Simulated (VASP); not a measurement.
A run of VASP 6.6.1 is set up as follows.

Contents of INCAR:

```
SYSTEM = Tl3Cu
PREC = Accurate ; ENCUT = 520
EDIFF = 1E-7 ; ISMEAR = -1
SIGMA = 0.05 ; LREAL = .FALSE.
LASPH = .TRUE. ; NELM = 80
ALGO = Normal ; ISIF = 2
LWAVE = .FALSE. ; LCHARG = .FALSE.
GGA = PE ; IBRION = 2
NSW = 60 ; EDIFFG = -0.01
```

The input KPOINTS:

```
regular mesh
0
G
  5 5 5
  0 0 0
```

POSCAR

```
Tl3Cu
1.0
    4.7169980000      0.0000000000      0.0000000000
    0.0000000000      4.7169980000      0.0000000000
    0.0000000000      0.0000000000      4.7169980000
Tl Cu
3 1
Direct
    0.5000000000      0.5000000000      0.0000000000
    0.5000000000      0.0000000000      0.5000000000
    0.0000000000      0.5000000000      0.5000000000
    0.0000000000      0.0000000000      0.0000000000
```

Potentials or basis: VASP PAW PBE potentials, release 64 (Tl_d, Cu).

The run is started by

```bash
$ cat potpaw_PBE.64/Tl_d/POTCAR potpaw_PBE.64/Cu/POTCAR > POTCAR
$ mpirun -np 1 vasp_std > vasp.out
```

(1) Predict the band gap on the k mesh.

Answers

(1) zero (bands 25 and 26 overlap by 2.37 eV).

Caveat: the relaxation stopped at its first step, so nothing moved; spin-orbit coupling is left out, which moves the levels of the heavy elements.
